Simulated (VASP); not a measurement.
# Sr (Cmcm) in VASP: single point with PBE

Aim: the single point of Sr with PBE.

All numbers are computed with VASP 6.6.1; they aren't measurements. Logs are shortened: lines on timing, memory, paths and dates and some standing lists are left out, and cuts for length are marked.

**1. The cell of the first run**

Symmetry: Cmcm, No. 63, orthorhombic system. The conventional cell has a = 3.958 Å, b = 7.669 Å, c = 7.259 Å, α = 90.00°, β = 90.00°, γ = 90.00°. Within 5.2 Å of Sr (site symmetry m2m) lie 12 Sr at 3.96 to 4.44 Å.

**2. Single point, PBE**

INCAR

```
ALGO = Fast
EDIFF = 1E-6
ENCUT = 520
GGA = PE
ISIF = 2
ISMEAR = 0
LASPH = True
LCHARG = True
LELF = True
LREAL = False
LVHAR = True
LWAVE = False
NBANDS = 17
NELM = 60
PREC = Accurate
SIGMA = 0.15
```

KPOINTS

```
k-points
0
Gamma
  12 12 6
```

POSCAR

```
Sr
1.0
    3.9583442306      0.0000000000      0.0000000000
   -1.9791721153      3.8345850786      0.0000000000
    0.0000000000      0.0000000000      7.2587820429
Sr
2
Direct
    0.3333333333      0.6666666667      0.2500000000
    0.6666666667      0.3333333333      0.7500000000
```

Potentials or basis: VASP PAW PBE potentials, release 64 (Sr_sv).

Run with:

```
cat potpaw_PBE.64/Sr_sv/POTCAR > POTCAR
mpirun -np 1 vasp_std > vasp.out
```

OUTCAR:

```text
EDIFF = 1E-6
   ENCUT = 520
   GGA = PE
   ISIF = 2
   ISMEAR = 0
   LASPH = True
   LREAL = False
   NELM = 60
   PREC = Accurate

 ion  position               nearest neighbor table
   1  0.333  0.667  0.250-   2 4.33   2 4.33   2 4.33   2 4.33   2 4.44   2 4.44
   2  0.667  0.333  0.750-   1 4.33   1 4.33   1 4.33   1 4.33   1 4.44   1 4.44

  LATTYP: Found a base centered orthorhombic cell.
 ALAT       =     3.9583442306
 B/A-ratio  =     1.9374692322
 C/A-ratio  =     1.8337925203

  Lattice vectors:

 A1 = (   1.9791721153,  -3.8345850786,   0.0000000000)
 A2 = (   1.9791721153,   3.8345850786,   0.0000000000)
 A3 = (   0.0000000000,   0.0000000000,   7.2587820429)

Analysis of symmetry for initial positions (statically):
=====================================================================
 Subroutine PRICEL returns:
 Original cell was already a primitive cell.

 Routine SETGRP: Setting up the symmetry group for a
 base centered orthorhombic supercell.

 Subroutine GETGRP returns: Found  8 space group operations
 (whereof  4 operations were pure point group operations)
 out of a pool of  8 trial point group operations.

The static configuration has the point symmetry C_2h.
 The point group associated with its full space group is D_2h.

Analysis of symmetry for dynamics (positions and initial velocities):
=====================================================================
 Subroutine PRICEL returns:
 Original cell was already a primitive cell.

 Routine SETGRP: Setting up the symmetry group for a
 base centered orthorhombic supercell.

 Subroutine GETGRP returns: Found  8 space group operations
 (whereof  4 operations were pure point group operations)
 out of a pool of  8 trial point group operations.

The dynamic configuration has the point symmetry C_2h.
 The point group associated with its full space group is D_2h.

 Subroutine INISYM returns: Found  8 space group operations
 (whereof  4 operations are pure point group operations),
 and found     1 'primitive' translations

----------------------------------------------------------------------------------------

                                     Primitive cell

  volume of cell :     110.1782

  direct lattice vectors                    reciprocal lattice vectors
     3.958344231  0.000000000  0.000000000     0.252630883  0.130392204  0.000000000
    -1.979172115  3.834585079  0.000000000     0.000000000  0.260784408  0.000000000
     0.000000000  0.000000000  7.258782043     0.000000000  0.000000000  0.137764159

  length of vectors
     3.958344231  4.315224790  7.258782043     0.284296483  0.260784408  0.137764159

  position of ions in fractional coordinates (direct lattice)
     0.333333333  0.666666667  0.250000000
     0.666666667  0.333333333  0.750000000

  ion indices of the primitive-cell ions
   primitive index   ion index
                 1           1
                 2           2

----------------------------------------------------------------------------------------

 KPOINTS: k-points

Automatic generation of k-mesh.
 Grid dimensions read from file:
 generate k-points for:   12   12    6

 Generating k-lattice:

  Cartesian coordinates                     Fractional coordinates (reciprocal lattice)
     0.021052574  0.010866017  0.000000000     0.083333333 -0.000000000  0.000000000
     0.000000000  0.021732034  0.000000000     0.000000000  0.083333333  0.000000000
     0.000000000  0.000000000  0.022960693     0.000000000  0.000000000  0.166666667

  Length of vectors
     0.023691374  0.021732034  0.022960693

  Shift w.r.t. Gamma in fractional coordinates (k-lattice)
     0.000000000  0.000000000  0.000000000

 Subroutine IBZKPT returns following result:
 ===========================================

 Found    172 irreducible k-points:

 Following reciprocal coordinates:
            Coordinates               Weight
  0.000000  0.000000  0.000000      1.000000
  0.083333 -0.000000  0.000000      4.000000
  0.166667 -0.000000  0.000000      4.000000
  0.250000  0.000000  0.000000      4.000000
  0.333333 -0.000000  0.000000      4.000000
  0.416667 -0.000000  0.000000      4.000000
[... 16 lines left out ...]
  0.333333  0.166667  0.000000      4.000000
  0.416667  0.166667  0.000000      4.000000
 [... further k-points ...]
   k-points           NKPTS =    172   k-points in BZ     NKDIM =    172   number of bands    NBANDS=     17
   number of dos      NEDOS =    301   number of ions     NIONS =      2
   total plane-waves  NPLWV =  51840
   dimension x,y,z NGX =    30 NGY =   32 NGZ =   54
   dimension x,y,z NGXF=    60 NGYF=   64 NGZF=  108
   ions per type =               2
   NGX,Y,Z   is equivalent  to a cutoff of  12.60, 12.33, 12.37 a.u.
   NGXF,Y,Z  is equivalent  to a cutoff of  25.20, 24.66, 24.73 a.u.
 SYSTEM =  unknown system
   PREC   = accura    normal or accurate (medium, high low for compatibility)
   ISTART =      0    job   : 0-new  1-cont  2-samecut
   ICHARG =      2    charge: 1-file 2-atom 10-const
   ISPIN  =      1    spin polarized calculation?
   LNONCOLLINEAR =      F non collinear calculations
   LSORBIT =      F    spin-orbit coupling
   LASPH  =      T    aspherical Exc in radial PAW
   ENCUT  =  520.0 eV  38.22 Ry    6.18 a.u.   7.36  8.02 13.50*2*pi/ulx,y,z
   NELM   =     60;   NELMIN=  2; NELMDL= -5     # of ELM steps
   EDIFF  = 0.1E-05   stopping-criterion for ELM
   LREAL  =      F    real-space projection
[... 7 lines left out ...]
   TEBEG  =    0.0;   TEEND  =   0.0 temperature during run
   PSTRESS=    0.0 pullay stress
   NELECT =      20.0000    total number of electrons
   NUPDOWN=      -1.0000    fix difference up-down
   EMIN   =  10.00;   EMAX   =-10.00  energy-range for DOS
   EFERMI =   0.00;   METHOD = LEGACY
   ISMEAR =     0;   SIGMA  =   0.15  broadening in eV -4-tet -1-fermi 0-gaus
   EFERMI_NEDOS =   21; number of points for ismear=-14 and -15
   IALGO  =     68    algorithm
   IMIX   =      4    mixing-type and parameters
     AMIX     =   0.40;   BMIX     =  1.00
     AMIX_MAG =   1.60;   BMIX_MAG =  1.00
  volume/ion in A,a.u.               =      55.09       371.76
  Fermi-wavevector in a.u.,A,eV,Ry     =   0.926943  1.751668 11.690438  0.859223
  Thomas-Fermi vector in A             =   2.052959
   LORBIT       =      0    0 simple, 1 ext, 2 COOP (PROOUT), +10 PAW based schemes
   GGA     = PE    functional components
   LHFCALC =     F    Hartree Fock is set to
   AEXX    =    0.0000 exact exchange contribution
   IVDW    =     0    specifies the selected vdW correction
   LEPSILON=     F    determine dielectric tensor
   LRPA    =     F    only Hartree local field effects (RPA)
 non-spin polarized calculation
 RMM-DIIS sequential band-by-band and
 Gauss-broadening in eV      SIGMA  =   0.15
  energy-cutoff  :      520.00
  volume of cell :      110.18
 maximum number of plane-waves:      3000
 NGX is ok and might be reduce to    30
   NGX = 15   NGY = 17   NGZ = 27

 number of electron      20.0000000 magnetization

 Free energy of the ion-electron system (eV)
  ---------------------------------------------------
  ext. energy  EPLUGINS =         0.00000000
  ---------------------------------------------------
  free energy    TOTEN  =        -3.21842445 eV

  energy without entropy =       -3.18936982  energy(sigma->0) =       -3.20389713

 E-fermi :   1.5489     XC(G=0):  -7.3434

 val. band max:        1.5427082084   @ k =   0.4167  -0.0000   0.0000
 cond. band min:       1.5577358236   @ k =   0.3333   0.3333   0.3333
 fundamental gap:      0.0150276152
 Fermi energy:         1.5489075802

 k-point     1 :       0.0000    0.0000    0.0000
  band No.  band energies     occupation
      1     -35.0621      2.00000
      2     -35.0518      2.00000
      3     -17.1153      2.00000
      4     -16.9732      2.00000
      5     -16.9545      2.00000
      6     -16.9508      2.00000
[... 9 lines left out ...]
     16       4.8234      0.00000
     17       4.8626      0.00000

 k-point     2 :       0.0833   -0.0000    0.0000
  band No.  band energies     occupation
      1     -35.0609      2.00000
      2     -35.0509      2.00000
      3     -17.1106      2.00000
      4     -16.9772      2.00000
      5     -16.9664      2.00000
      6     -16.9574      2.00000
[... 9 lines left out ...]
     16       4.6530      0.00000
     17       4.6981      0.00000

 k-point     3 :       0.1667   -0.0000    0.0000
  band No.  band energies     occupation
      1     -35.0573      2.00000
      2     -35.0483      2.00000
      3     -17.0970      2.00000
      4     -17.0119      2.00000
      5     -16.9949      2.00000
      6     -16.9823      2.00000
[... 9 lines left out ...]
     16       4.4228      0.00000
     17       4.5080      0.00000

 k-point     4 :       0.2500    0.0000    0.0000
  band No.  band energies     occupation
      1     -35.0524      2.00000
      2     -35.0449      2.00000
      3     -17.0770      2.00000
      4     -17.0703      2.00000
      5     -17.0538      2.00000
      6     -16.9934      2.00000
[... 9 lines left out ...]
     16       4.4035      0.00000
     17       4.6063      0.00000
[... 343 lines left out ...]
      1     -35.0486      2.00000
      2     -35.0433      2.00000
      3     -17.0917      2.00000
      4     -17.0721      2.00000
      5     -17.0534      2.00000
      6     -17.0316      2.00000
[... 9 lines left out ...]
     16       4.7475      0.00000
     17       5.3891      0.00000

 k-point    23 :       0.3333    0.1667    0.0000
  band No.  band energies     occupation
      1     -35.0442      2.00000
      2     -35.0408      2.00000
      3     -17.1390      2.00000
      4     -17.1174      2.00000
      5     -17.0377      2.00000
      6     -17.0314      2.00000
[... 9 lines left out ...]
     16       5.1717      0.00000
     17       5.4070      0.00000

 k-point    24 :       0.4167    0.1667    0.0000
  band No.  band energies     occupation
      1     -35.0414      2.00000
      2     -35.0395      2.00000
      3     -17.1705      2.00000
      4     -17.1525      2.00000
      5     -17.0315      2.00000
      6     -17.0158      2.00000
[... 9 lines left out ...]
     16       5.2642      0.00000
     17       5.5623      0.00000

 [... further k-points ...]

------------------------ aborting loop because EDIFF is reached ----------------------------------------

  FORCE on cell =-STRESS in cart. coord.  units (eV):
  Direction    XX          YY          ZZ          XY          YZ          ZX
  --------------------------------------------------------------------------------------
  -------------------------------------------------------------------------------------
  Total        1.3632150     -0.5086475     -0.6119969      0.0000000      0.0000000      0.0000000
  in kB       19.8234500     -7.3965939     -8.8994690      0.0000000      0.0000000      0.0000000
  external PRESSURE =       1.1757957 kB  Pullay stress =       0.0000000 kB

 VOLUME and BASIS-vectors are now :
 -----------------------------------------------------------------------------
  energy-cutoff  :      520.00
  volume of cell :      110.18
      direct lattice vectors                 reciprocal lattice vectors
     3.958344231  0.000000000  0.000000000     0.252630883  0.130392204  0.000000000
    -1.979172115  3.834585079  0.000000000     0.000000000  0.260784408  0.000000000
     0.000000000  0.000000000  7.258782043     0.000000000  0.000000000  0.137764159

 POSITION                                       TOTAL-FORCE (eV/Angst)
 -----------------------------------------------------------------------------------
     -0.00000      2.55639      1.81470         0.000000      0.079637      0.000000
      1.97917      1.27820      5.44409        -0.000000     -0.079637      0.000000
 -----------------------------------------------------------------------------------
    total drift:                                0.000000     -0.000000      0.000000

  FREE ENERGIE OF THE ION-ELECTRON SYSTEM (eV)
  ---------------------------------------------------
  free  energy   TOTEN  =        -3.2184244461 eV

  energy  without entropy=       -3.1893698233  energy(sigma->0) =       -3.20389713
```

Wall time 4.7 min (1 thread of Intel Xeon Platinum 8488C (Sapphire Rapids), shared host); peak memory 0.42 GiB.

Results:

* Free energy: -3.2184 eV
* Pressure: 0.1 GPa
* Largest force: 0.080 eV/Å
* Band gap on the k mesh: zero (bands 10 and 11 overlap by 0.29 eV)

Forces on the atoms (eV/Å):
```
Sr   0.000  0.080  0.000
Sr   0.000 -0.080  0.000
```

Levels at points of the mesh, in eV from the Fermi level:
| k point | band 7 | band 8 | band 9 | band 10 | band 11 | band 12 | band 13 | band 14 |
| --- | --- | --- | --- | --- | --- | --- | --- | --- |
| (0.00, 0.00, 0.00) | -18.50 | -18.48 | -3.61 | -1.28 | -0.12 | 1.85 | 2.00 | 2.23 |
| (0.50, 0.00, 0.00) | -18.54 | -18.53 | -0.86 | -0.33 | 0.08 | 0.37 | 1.27 | 1.89 |
| (0.00, 0.50, 0.00) | -18.53 | -18.50 | -1.25 | -0.68 | 0.02 | 0.26 | 1.06 | 1.49 |
| (0.00, 0.00, 0.50) | -18.49 | -18.49 | -2.75 | -2.75 | 1.09 | 1.09 | 1.92 | 1.92 |
| (0.50, 0.00, 0.50) | -18.54 | -18.54 | -0.66 | -0.66 | 0.43 | 0.43 | 1.34 | 1.34 |
| (0.00, 0.50, 0.50) | -18.51 | -18.51 | -0.93 | -0.93 | 0.08 | 0.08 | 1.18 | 1.18 |

Caveat: the cell differs from its parent crystal (strain +e along x and -e along y -0.0550, strain +e along z and -e/2 along x and y +0.0350).
